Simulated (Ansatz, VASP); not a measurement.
One calculation of CdS, two programs

File INCAR:

```
ALGO = Normal ; EDIFF = 1E-7
EDIFFG = -0.02 ; ENCUT = 600
GGA = PS ; IBRION = 2
ISIF = 3 ; ISMEAR = -1
IVDW = 12 ; LASPH = T
LCHARG = F ; LREAL = F
LWAVE = F ; NELM = 80
NSW = 80 ; PREC = Accurate
SIGMA = 0.05
```

Contents of KPOINTS:

```
k-points
0
Gamma
  8 8 8
```

File POSCAR:

```
CdS
1.0
    0.0000000000      2.9165000000      2.9165000000
    2.9165000000      0.0000000000      2.9165000000
    2.9165000000      2.9165000000      0.0000000000
Cd S
1 1
Direct
    0.0000000000      0.0000000000      0.0000000000
    0.7500000000      0.7500000000      0.7500000000
```

input.yaml

```yaml
crystal:
  lattice:
    - [0.0, 2.9165, 2.9165]
    - [2.9165, 0.0, 2.9165]
    - [2.9165, 2.9165, 0.0]
  atoms:
    - { symbol: Cd, position: [0.0, 0.0, 0.0] }
    - { symbol: S, position: [0.75, 0.75, 0.75] }
kpoints:
  mp_grid: { grid: [8, 8, 8] }
scf:
  occupations: { method: fermi_dirac, width: 0.05 }
hamiltonian:
  xc: pbesol
  dispersion: d3bj
  pseudopotentials: { kind: all_electron, lapw: { basis_error: 0.001 } }
output:
  forces: true
  stress: true
relax:
  f_tol: 0.02
  max_steps: 60
  cell: {}
```

Alike in both runs: task relaxation of cell and atoms; functional PBEsol; dispersion D3(BJ); k mesh 8 × 8 × 8; occupations fermi-dirac, width 0.05 eV; no spin polarisation.

```csv
,VASP,Ansatz
version,VASP 6.6.1,Ansatz 0.2.0
potentials or method,"VASP PAW PBE potentials, release 64 (Cd, S), cutoff 600 eV","all-electron LAPW, scalar-relativistic"
```

```csv
,VASP,Ansatz,Ansatz less VASP
relaxed volume (Å³/atom),24.15,24.02,-0.130
relaxed cell length with the largest relative difference (Å),4.088,4.080,-0.0074
```

VASP's potentials were made for PBE, not for PBEsol. Ansatz ran all-electron here, and VASP with PAW potentials.
